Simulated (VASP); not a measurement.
Set up this calculation in VASP 6.6.1, as the native input.

* Task: single point
* Functional: r2SCAN
* Potentials or basis: VASP PAW PBE potentials, release 64 (Ga_d, O)
* Cutoff: 520 eV
* k mesh: 6 × 6 × 6
* Occupations: gaussian, width 0.02 eV
* Spin: no spin polarisation
* Dipole correction: no
* Further INCAR settings: ALGO = Normal; EDIFF = 1e-07; NBANDS = 55

Crystal: Ga2O3.

```
CELL_PARAMETERS angstrom
2.49233 1.43895 4.48022
-2.49233 1.43895 4.48022
0.00000 -2.87789 4.48022
ATOMIC_POSITIONS crystal
Ga 0.85542 0.85542 0.85542
Ga 0.64458 0.64458 0.64458
Ga 0.14458 0.14458 0.14458
Ga 0.35542 0.35542 0.35542
O 0.05362 0.44638 0.75000
O 0.75000 0.05362 0.44638
O 0.44638 0.75000 0.05362
O 0.94638 0.55362 0.25000
O 0.25000 0.94638 0.55362
O 0.55362 0.25000 0.94638
```

These files were run (other wordings do the same):

POSCAR

```
Ga2O3
1.0
    2.4923292972      1.4389469906      4.4802197241
   -2.4923292972      1.4389469906      4.4802197241
    0.0000000000     -2.8778939813      4.4802197241
Ga O
4 6
Direct
    0.8554231038      0.8554231038      0.8554231038
    0.6445768962      0.6445768962      0.6445768962
    0.1445768962      0.1445768962      0.1445768962
    0.3554231038      0.3554231038      0.3554231038
    0.0536155290      0.4463844710      0.7500000000
    0.7500000000      0.0536155290      0.4463844710
    0.4463844710      0.7500000000      0.0536155290
    0.9463844710      0.5536155290      0.2500000000
    0.2500000000      0.9463844710      0.5536155290
    0.5536155290      0.2500000000      0.9463844710
```

INCAR.step1

```
SYSTEM = Ga2O3
  PREC = Accurate
  ENCUT = 520
  ISMEAR = 0
  SIGMA = 0.02
  LREAL = .False.
  LASPH = .True.
  NELM = 80
  NBANDS = 55
  GGA = PE
  ALGO = Normal
  EDIFF = 1E-4
  LWAVE = .True.
  LCHARG = .False.
```

INCAR.step2

```
SYSTEM = Ga2O3
  PREC = Accurate
  ENCUT = 520
  EDIFF = 1E-7
  ISMEAR = 0
  SIGMA = 0.02
  LREAL = .False.
  LASPH = .True.
  NELM = 80
  ALGO = Normal
  ISIF = 2
  LWAVE = .False.
  LCHARG = .False.
  METAGGA = R2SCAN
  LMIXTAU = .True.
  NBANDS = 55
  ISTART = 1
```

KPOINTS

```
Automatic mesh
0
Gamma
  6 6 6
  0 0 0
```

Potentials or basis: VASP PAW PBE potentials, release 64 (Ga_d, O).

Launch:

```console
$ cat potpaw_PBE.64/Ga_d/POTCAR potpaw_PBE.64/O/POTCAR > POTCAR
$ cp INCAR.step1 INCAR
$ mpirun -np 1 vasp_std > vasp.out
$ cp INCAR.step2 INCAR
$ mpirun -np 1 vasp_std > vasp.out
```

It gave:

| Quantity | Value |
| --- | --- |
| Pressure | 1.9 GPa |
| Largest force | 0.039 eV/Å |
| Band gap on the k mesh | 3.54 eV (least direct gap 3.81 eV) |

Caveat: the PAW data sets were made with another functional, which shifts forces and pressure a little.

Wall time 22 min on 1 thread of Intel Xeon 8259CL, with other jobs on the host, peak memory 0.34 GiB.
